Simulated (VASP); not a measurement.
# ZrAl5N6 (P-3m1) in VASP: notebook

ZrAl5N6 is run at these levels: PBE; tasks: single point, relaxation of cell and atoms.

All numbers are computed with VASP 6.6.1; they aren't measurements. Logs are shortened: lines on timing, memory, paths and dates and some standing lists are left out, and cuts for length are marked.

### 1 The cell of the first run

Symmetry: P-3m1, No. 164, trigonal system. Conventional cell: a = 2.937 Å, b = 2.937 Å, c = 14.621 Å, α = 90.00°, β = 90.00°, γ = 120.00°. Within 3.0 Å of Zr (site symmetry -3m) lie 6 N at 2.26 Å and 6 Zr at 2.94 Å. Al (site symmetry 3m) has 6 N at 2.03 to 2.07 Å within 2.7 Å. Within 2.7 Å of Al (site symmetry 3m) lie 6 N at 2.06 Å. Al (site symmetry -3m) has 6 N at 2.06 Å within 2.7 Å. Within 2.7 Å of N (site symmetry 3m) lie 3 Al at 2.03 Å and 3 Zr at 2.26 Å. N (site symmetry 3m) has 6 Al at 2.06 to 2.07 Å within 2.7 Å. N (site symmetry 3m) has 6 Al at 2.06 Å within 2.7 Å.

### 2 Single point, PBE

INCAR

```
SYSTEM = ZrAl5N6
ALGO = Normal
EDIFF = 1E-7
ENCUT = 520
GGA = PE
ISIF = 2
ISMEAR = 0
LASPH = .TRUE.
LCHARG = .FALSE.
LREAL = .FALSE.
LWAVE = .FALSE.
NBANDS = 40
NELM = 100
PREC = Accurate
SIGMA = 0.1
```

KPOINTS

```
k-points
0
G
  6 6 2
  0 0 0
```

POSCAR

```
ZrAl5N6
1.0
    2.9370280604      0.0000000000      0.0000000000
   -1.4685140302      2.5435409119      0.0000000000
    0.0000000000      0.0000000000     14.6214243921
Zr Al N
1 5 6
Direct
    0.0000000000      0.0000000000      0.0000000000
    0.6666666667      0.3333333333      0.1790326144
    0.3333333333      0.6666666667      0.3397067713
    0.0000000000      0.0000000000      0.5000000000
    0.6666666667      0.3333333333      0.6602932287
    0.3333333333      0.6666666667      0.8209673856
    0.6666666667      0.3333333333      0.8976857928
    0.3333333333      0.6666666667      0.1023142072
    0.0000000000      0.0000000000      0.2597334487
    0.6666666667      0.3333333333      0.4198814535
    0.3333333333      0.6666666667      0.5801185465
    0.0000000000      0.0000000000      0.7402665513
```

Potentials or basis: VASP PAW PBE potentials, release 64 (Zr_sv, Al, N).

On the command line:

```sh
$ cat potpaw_PBE.64/Zr_sv/POTCAR potpaw_PBE.64/Al/POTCAR potpaw_PBE.64/N/POTCAR > POTCAR
$ mpirun -np 1 vasp_std > vasp.out
```

OUTCAR:

```text
SYSTEM = ZrAl5N6
   EDIFF = 1E-7
   ENCUT = 520
   GGA = PE
   ISIF = 2
   ISMEAR = 0
   LASPH = .TRUE.
   LREAL = .FALSE.
   NELM = 100
   PREC = Accurate

 ion  position               nearest neighbor table
   1  0.000  0.000  0.000-   7 2.26   8 2.26   8 2.26   7 2.26   7 2.26   8 2.26   2 3.12   6 3.12
                             6 3.12   2 3.12   6 3.12   2 3.12
   2  0.667  0.333  0.179-   8 2.03   8 2.03   8 2.03   9 2.07   9 2.07   9 2.07   3 2.90   3 2.90
                             3 2.90   1 3.12   1 3.12   1 3.12
   3  0.333  0.667  0.340-   9 2.06   9 2.06   9 2.06  10 2.06  10 2.06  10 2.06   4 2.89   4 2.89
                             4 2.89   2 2.90   2 2.90   2 2.90
   4  0.000  0.000  0.500-  10 2.06  11 2.06  11 2.06  10 2.06  10 2.06  11 2.06   3 2.89   5 2.89
                             3 2.89   5 2.89   3 2.89   5 2.89
   5  0.667  0.333  0.660-  12 2.06  12 2.06  12 2.06  11 2.06  11 2.06  11 2.06   4 2.89   4 2.89
                             4 2.89   6 2.90   6 2.90   6 2.90
   6  0.333  0.667  0.821-   7 2.03   7 2.03   7 2.03  12 2.07  12 2.07  12 2.07   5 2.90   5 2.90
                             5 2.90   1 3.12   1 3.12   1 3.12
   7  0.667  0.333  0.898-   6 2.03   6 2.03   6 2.03   1 2.26   1 2.26   1 2.26
   8  0.333  0.667  0.102-   2 2.03   2 2.03   2 2.03   1 2.26   1 2.26   1 2.26
   9  0.000  0.000  0.260-   3 2.06   3 2.06   3 2.06   2 2.07   2 2.07   2 2.07
  10  0.667  0.333  0.420-   4 2.06   4 2.06   4 2.06   3 2.06   3 2.06   3 2.06
  11  0.333  0.667  0.580-   4 2.06   4 2.06   4 2.06   5 2.06   5 2.06   5 2.06
  12  0.000  0.000  0.740-   5 2.06   5 2.06   5 2.06   6 2.07   6 2.07   6 2.07

  LATTYP: Found a hexagonal cell.
 ALAT       =     2.9370280604
 C/A-ratio  =     4.9783059921

  Lattice vectors:

 A1 = (   2.9370280604,   0.0000000000,   0.0000000000)
 A2 = (  -1.4685140302,   2.5435409119,   0.0000000000)
 A3 = (   0.0000000000,   0.0000000000,  14.6214243921)

Analysis of symmetry for initial positions (statically):
=====================================================================
 Subroutine PRICEL returns:
 Original cell was already a primitive cell.

 Routine SETGRP: Setting up the symmetry group for a
 hexagonal supercell.

 Subroutine GETGRP returns: Found 12 space group operations
 (whereof 12 operations were pure point group operations)
 out of a pool of 24 trial point group operations.

The static configuration has the point symmetry D_3d.

Analysis of symmetry for dynamics (positions and initial velocities):
=====================================================================
 Subroutine PRICEL returns:
 Original cell was already a primitive cell.

 Routine SETGRP: Setting up the symmetry group for a
 hexagonal supercell.

 Subroutine GETGRP returns: Found 12 space group operations
 (whereof 12 operations were pure point group operations)
 out of a pool of 24 trial point group operations.

The dynamic configuration has the point symmetry D_3d.

 Subroutine INISYM returns: Found 12 space group operations
 (whereof 12 operations are pure point group operations),
 and found     1 'primitive' translations

----------------------------------------------------------------------------------------

                                     Primitive cell

  volume of cell :     109.2286

  direct lattice vectors                    reciprocal lattice vectors
     2.937028060  0.000000000  0.000000000     0.340480234  0.196576355  0.000000000
    -1.468514030  2.543540912  0.000000000     0.000000000  0.393152709  0.000000000
     0.000000000  0.000000000 14.621424392     0.000000000  0.000000000  0.068392789

  length of vectors
     2.937028060  2.937028060 14.621424392     0.393152709  0.393152709  0.068392789

  position of ions in fractional coordinates (direct lattice)
     0.000000000  0.000000000  0.000000000
     0.666666667  0.333333333  0.179032614
     0.333333333  0.666666667  0.339706771
     0.000000000  0.000000000  0.500000000
     0.666666667  0.333333333  0.660293229
     0.333333333  0.666666667  0.820967386
     0.666666667  0.333333333  0.897685793
     0.333333333  0.666666667  0.102314207
     0.000000000  0.000000000  0.259733449
     0.666666667  0.333333333  0.419881453
     0.333333333  0.666666667  0.580118547
     0.000000000  0.000000000  0.740266551

  ion indices of the primitive-cell ions
   primitive index   ion index
                 1           1
                 2           2
                 3           3
                 4           4
                 5           5
                 6           6
                 7           7
                 8           8
                 9           9
                10          10
                11          11
                12          12

----------------------------------------------------------------------------------------

 KPOINTS: k-points

Automatic generation of k-mesh.
 Grid dimensions read from file:
 generate k-points for:    6    6    2

 Generating k-lattice:

  Cartesian coordinates                     Fractional coordinates (reciprocal lattice)
     0.056746706  0.032762726  0.000000000     0.166666667  0.000000000  0.000000000
     0.000000000  0.065525452  0.000000000     0.000000000  0.166666667  0.000000000
     0.000000000  0.000000000  0.034196395     0.000000000  0.000000000  0.500000000

  Length of vectors
     0.065525452  0.065525452  0.034196395

  Shift w.r.t. Gamma in fractional coordinates (k-lattice)
     0.000000000  0.000000000  0.000000000

 Subroutine IBZKPT returns following result:
 ===========================================

 Found     14 irreducible k-points:

 Following reciprocal coordinates:
            Coordinates               Weight
  0.000000  0.000000  0.000000      1.000000
  0.166667 -0.000000  0.000000      6.000000
  0.333333  0.000000  0.000000      6.000000
  0.500000  0.000000  0.000000      3.000000
  0.166667  0.166667  0.000000      6.000000
  0.333333  0.166667  0.000000     12.000000
  0.333333  0.333333  0.000000      2.000000
  0.000000  0.000000  0.500000      1.000000
  0.166667 -0.000000  0.500000      6.000000
  0.333333  0.000000  0.500000      6.000000
  0.500000  0.000000  0.500000      3.000000
  0.166667  0.166667  0.500000      6.000000
  0.333333  0.166667  0.500000     12.000000
  0.333333  0.333333  0.500000      2.000000
   k-points           NKPTS =     14   k-points in BZ     NKDIM =     14   number of bands    NBANDS=     40
   number of dos      NEDOS =    301   number of ions     NIONS =     12
   total plane-waves  NPLWV =  64512
   dimension x,y,z NGX =    24 NGY =   24 NGZ =  112
   dimension x,y,z NGXF=    48 NGYF=   48 NGZF=  224
   ions per type =               1   5   6
   NGX,Y,Z   is equivalent  to a cutoff of  13.58, 13.58, 12.73 a.u.
   NGXF,Y,Z  is equivalent  to a cutoff of  27.17, 27.17, 25.47 a.u.
 SYSTEM =  ZrAl5N6
   PREC   = accura    normal or accurate (medium, high low for compatibility)
   ISTART =      0    job   : 0-new  1-cont  2-samecut
   ICHARG =      2    charge: 1-file 2-atom 10-const
   ISPIN  =      1    spin polarized calculation?
   LNONCOLLINEAR =      F non collinear calculations
   LSORBIT =      F    spin-orbit coupling
   LASPH  =      T    aspherical Exc in radial PAW
   ENCUT  =  520.0 eV  38.22 Ry    6.18 a.u.   5.46  5.46 27.19*2*pi/ulx,y,z
   NELM   =    100;   NELMIN=  2; NELMDL= -5     # of ELM steps
   EDIFF  = 0.1E-06   stopping-criterion for ELM
   LREAL  =      F    real-space projection
   EDIFFG = 0.1E-05   stopping-criterion for IOM
   NSW    =      0    number of steps for IOM
   IBRION =     -1    ionic relax: 0-MD 1-quasi-New 2-CG
   NFREE  =      0    steps in history (QN), initial steepest desc. (CG)
   ISIF   =      2    stress and relaxation
   ISYM   =      2    0-nonsym 1-usesym 2-fastsym
   POTIM  = 0.5000    time-step for ionic-motion
   TEBEG  =    0.0;   TEEND  =   0.0 temperature during run
   PSTRESS=    0.0 pullay stress
   NELECT =      57.0000    total number of electrons
   NUPDOWN=      -1.0000    fix difference up-down
   EMIN   =  10.00;   EMAX   =-10.00  energy-range for DOS
   EFERMI =   0.00;   METHOD = LEGACY
   ISMEAR =     0;   SIGMA  =   0.10  broadening in eV -4-tet -1-fermi 0-gaus
   EFERMI_NEDOS =   21; number of points for ismear=-14 and -15
   IALGO  =     38    algorithm
   IMIX   =      4    mixing-type and parameters
     AMIX     =   0.40;   BMIX     =  1.00
     AMIX_MAG =   1.60;   BMIX_MAG =  1.00
  volume/ion in A,a.u.               =       9.10        61.43
  Fermi-wavevector in a.u.,A,eV,Ry     =   1.318017  2.490691 23.635610  1.737168
  Thomas-Fermi vector in A             =   2.448017
   LORBIT       =      0    0 simple, 1 ext, 2 COOP (PROOUT), +10 PAW based schemes
   GGA     = PE    functional components
   LHFCALC =     F    Hartree Fock is set to
   AEXX    =    0.0000 exact exchange contribution
   IVDW    =     0    specifies the selected vdW correction
   LEPSILON=     F    determine dielectric tensor
   LRPA    =     F    only Hartree local field effects (RPA)
 non-spin polarized calculation
 Gauss-broadening in eV      SIGMA  =   0.10
  energy-cutoff  :      520.00
  volume of cell :      109.23
 maximum number of plane-waves:      3054
 NGX is ok and might be reduce to    24
   NGX = 11   NGY = 11   NGZ = 55

 number of electron      57.0000004 magnetization

 Free energy of the ion-electron system (eV)
  ---------------------------------------------------
  ext. energy  EPLUGINS =         0.00000000
  ---------------------------------------------------
  free energy    TOTEN  =       -91.85946521 eV

  energy without entropy =      -91.84449396  energy(sigma->0) =      -91.85197958

 E-fermi :  10.8323     XC(G=0): -12.2289

 val. band max:       10.7870327815   @ k =   0.3333   0.1667   0.0000
 cond. band min:      11.2773491051   @ k =   0.0000   0.0000   0.0000
 fundamental gap:      0.4903163236
 Fermi energy:        10.8323192063

 k-point     1 :       0.0000    0.0000    0.0000
  band No.  band energies     occupation
      1     -38.0251      2.00000
      2     -16.4288      2.00000
      3     -15.3098      2.00000
      4     -15.3098      2.00000
      5      -7.2260      2.00000
      6      -6.7302      2.00000
[... 32 lines left out ...]
     39      16.3689      0.00000
     40      20.1353      0.00000

 k-point     2 :       0.1667   -0.0000    0.0000
  band No.  band energies     occupation
      1     -37.9568      2.00000
      2     -16.3078      2.00000
      3     -15.8023      2.00000
      4     -15.4103      2.00000
      5      -6.7597      2.00000
      6      -6.3020      2.00000
[... 32 lines left out ...]
     39      18.3477      0.00000
     40      18.6312      0.00000

 k-point     3 :       0.3333    0.0000    0.0000
  band No.  band energies     occupation
      1     -37.8167      2.00000
      2     -16.6965      2.00000
      3     -16.0514      2.00000
      4     -15.6048      2.00000
      5      -5.5069      2.00000
      6      -5.1800      2.00000
[... 423 lines left out ...]
  band No.  band energies     occupation
      1     -37.7452      2.00000
      2     -16.8884      2.00000
      3     -15.9714      2.00000
      4     -15.9151      2.00000
      5      -4.5317      2.00000
      6      -4.3557      2.00000
[... 32 lines left out ...]
     39      18.1242      0.00000
     40      18.3487      0.00000

 k-point    14 :       0.3333    0.3333    0.5000
  band No.  band energies     occupation
      1     -37.7092      2.00000
      2     -16.5760      2.00000
      3     -16.5760      2.00000
      4     -15.8566      2.00000
      5      -3.6123      2.00000
      6      -3.6123      2.00000
[... 32 lines left out ...]
     39      18.8922      0.00000
     40      19.4065      0.00000

------------------------ aborting loop because EDIFF is reached ----------------------------------------

  FORCE on cell =-STRESS in cart. coord.  units (eV):
  Direction    XX          YY          ZZ          XY          YZ          ZX
  --------------------------------------------------------------------------------------
  -------------------------------------------------------------------------------------
  Total       -0.1009615     -0.1009615     -0.0483912      0.0000000      0.0000000      0.0000000
  in kB       -1.4809148     -1.4809148     -0.7098070      0.0000000      0.0000000      0.0000000
  external PRESSURE =      -1.2238789 kB  Pullay stress =       0.0000000 kB

 VOLUME and BASIS-vectors are now :
 -----------------------------------------------------------------------------
  energy-cutoff  :      520.00
  volume of cell :      109.23
      direct lattice vectors                 reciprocal lattice vectors
     2.937028060  0.000000000  0.000000000     0.340480234  0.196576355  0.000000000
    -1.468514030  2.543540912  0.000000000     0.000000000  0.393152709  0.000000000
     0.000000000  0.000000000 14.621424392     0.000000000  0.000000000  0.068392789

 POSITION                                       TOTAL-FORCE (eV/Angst)
 -----------------------------------------------------------------------------------
      0.00000      0.00000      0.00000         0.000000      0.000000      0.000000
      1.46851      0.84785      2.61771         0.000000     -0.000000     -0.006913
     -0.00000      1.69569      4.96700         0.000000      0.000000     -0.006120
      0.00000      0.00000      7.31071         0.000000      0.000000      0.000000
      1.46851      0.84785      9.65443         0.000000     -0.000000      0.006120
     -0.00000      1.69569     12.00371         0.000000      0.000000      0.006913
      1.46851      0.84785     13.12544         0.000000     -0.000000     -0.034048
     -0.00000      1.69569      1.49598        -0.000000      0.000000      0.034048
      0.00000      0.00000      3.79767         0.000000      0.000000      0.009325
      1.46851      0.84785      6.13926         0.000000     -0.000000      0.002642
     -0.00000      1.69569      8.48216        -0.000000      0.000000     -0.002642
      0.00000      0.00000     10.82375        -0.000000     -0.000000     -0.009325
 -----------------------------------------------------------------------------------
    total drift:                                0.000000      0.000000      0.000000

  FREE ENERGIE OF THE ION-ELECTRON SYSTEM (eV)
  ---------------------------------------------------
  free  energy   TOTEN  =       -91.8594652066 eV

  energy  without entropy=      -91.8444939560  energy(sigma->0) =      -91.85197958
```

It took 46 s on 1 thread of Intel Xeon 6975P-C (Granite Rapids), shared host; peak memory 0.26 GiB.

Results:

```
Free energy   : -91.8595 eV
Pressure      : -0.1 GPa
Largest force : 0.034 eV/Å
```

Forces in eV/Å, atoms in the order of the input:
```
Zr   0.000  0.000  0.000
Al   0.000  0.000 -0.007
Al   0.000  0.000 -0.006
Al   0.000  0.000  0.000
Al   0.000  0.000  0.006
Al   0.000  0.000  0.007
N    0.000  0.000 -0.034
N    0.000  0.000  0.034
N    0.000  0.000  0.009
N    0.000  0.000  0.003
N    0.000  0.000 -0.003
N    0.000  0.000 -0.009
```

Caveat: the k points lie up to 0.41 Å⁻¹ apart.

### 3 Relaxation of cell and atoms, PBE

This run uses another cell than the first one, of 13.06 Å³/atom, 1.435 times its volume.

INCAR

```
  ALGO = Normal
  EDIFF = 1E-7
  EDIFFG = -0.04
  ENCUT = 600
  GGA = PE
  IBRION = 2
  ISIF = 3
  ISMEAR = 0
  LASPH = T
  LCHARG = F
  LREAL = F
  LWAVE = F
  NELM = 100
  NSW = 90
  PREC = Accurate
  SIGMA = 0.1
```

KPOINTS

```
k-points
0
Gamma
  6 6 1
```

POSCAR

```
ZrAl5N6
1.0
    3.3304038000      0.0000000000      0.0000000000
   -1.6652019000      2.8842143000      0.0000000000
    0.0000000000      0.0000000000     16.3155799000
Zr Al N
1 5 6
Direct
    0.0000000000      0.0000000000      0.0000000000
    0.6666666700      0.3333333300      0.1666666700
    0.3333333300      0.6666666700      0.3333333300
    0.0000000000      0.0000000000      0.5000000000
    0.6666666700      0.3333333300      0.6666666700
    0.3333333300      0.6666666700      0.8333333300
    0.6666666700      0.3333333300      0.9166666700
    0.3333333300      0.6666666700      0.0833333300
    0.0000000000      0.0000000000      0.2500000000
    0.6666666700      0.3333333300      0.4166666700
    0.3333333300      0.6666666700      0.5833333300
    0.0000000000      0.0000000000      0.7500000000
```

Potentials or basis: VASP PAW PBE potentials, release 64 (Zr_sv, Al, N).

On the command line:

```sh
$ cat potpaw_PBE.64/Zr_sv/POTCAR potpaw_PBE.64/Al/POTCAR potpaw_PBE.64/N/POTCAR > POTCAR
$ mpirun -np 1 vasp_std > vasp.out
```

It took 24 min on 1 thread of AMD EPYC 7R13, shared host; peak memory 0.33 GiB.

It converged, with:

```
Free energy                            : -91.9320 eV
Relaxed volume                         : 9.10 Å³/atom
Relaxed cell                           : a = 2.937 Å, b = 2.937 Å, c = 14.618 Å, α = 90.00°, β = 90.00°, γ = 120.00°
Space group after relaxing (to 0.05 Å) : P-3m1 (No. 164)
Energy gained by relaxing              : 726.1 meV/atom
Ionic steps                            : 13
Pressure after relaxing                : -0.2 GPa
Largest force after relaxing           : 0.016 eV/Å
```

Forces on the atoms (eV/Å):
```
Zr   0.000  0.000  0.000
Al   0.000  0.000 -0.016
Al   0.000  0.000  0.012
Al   0.000  0.000  0.000
Al   0.000  0.000 -0.012
Al   0.000  0.000  0.016
N    0.000  0.000  0.006
N    0.000  0.000 -0.006
N    0.000  0.000  0.001
N    0.000  0.000  0.008
N    0.000  0.000 -0.008
N    0.000  0.000 -0.001
```

Stress tensor (GPa, compression positive):
```
-0.27  0.00  0.00
 0.00 -0.27  0.00
 0.00  0.00 -0.04
```

The path:
| step | energy change (eV) | largest force (eV/Å) | pressure (GPa) | volume (Å³) |
| --- | --- | --- | --- | --- |
| 1 | 0.0000 | 1.0972 | -38.25 | 156.72 |
| 2 | -5.4829 | 6.6530 | 49.60 | 96.11 |
| 3 | -7.4781 | 4.6623 | 0.58 | 111.71 |
| 4 | -8.2684 | 2.3808 | 6.53 | 107.13 |
| 5 | -8.3198 | 1.9163 | 4.78 | 108.01 |
| 6 | -8.5395 | 0.9164 | -3.38 | 111.07 |
| 7 | -8.5400 | 0.8967 | -3.03 | 110.93 |
| 8 | -8.6511 | 0.4767 | -0.41 | 109.52 |
| 9 | -8.6763 | 0.5716 | 1.76 | 108.48 |
| 10 | -8.7073 | 0.2899 | -0.49 | 109.37 |
| 11 | -8.7084 | 0.2173 | -0.16 | 109.23 |
| 12 | -8.7123 | 0.1081 | -0.21 | 109.23 |
| 13 | -8.7132 | 0.0155 | -0.20 | 109.23 |

Final structure:
```xyz
12
Lattice="2.9374 0.0000 0.0000 -1.4687 2.5439 0.0000 0.0000 0.0000 14.6179" Properties=species:S:1:pos:R:3 pbc="T T T"
Zr    0.0000    0.0000    0.0000
Al    1.4687    0.8480    2.6185
Al    0.0000    1.6959    4.9657
Al    0.0000    0.0000    7.3089
Al    1.4687    0.8480    9.6522
Al    0.0000    1.6959   11.9994
N     1.4687    0.8480   13.1206
N     0.0000    1.6959    1.4973
N     0.0000    0.0000    3.7973
N     1.4687    0.8480    6.1374
N     0.0000    1.6959    8.4805
N     0.0000    0.0000   10.8206
```

Levels at points of the mesh, in eV from the Fermi level:
```
           k point  band 25  band 26  band 27  band 28  band 29  band 30  band 31  band 32
(0.00, 0.00, 0.00)    -1.60    -1.26    -1.26    -1.14     0.44     1.97     1.97     4.08
(0.50, 0.00, 0.00)    -2.76    -2.40    -2.31    -2.26    -1.41     3.18     4.14     4.52
```

Caveat: the k points lie up to 0.43 Å⁻¹ apart in the final cell; the volume moved by over 15 % at a fixed basis, so the end points are rough.
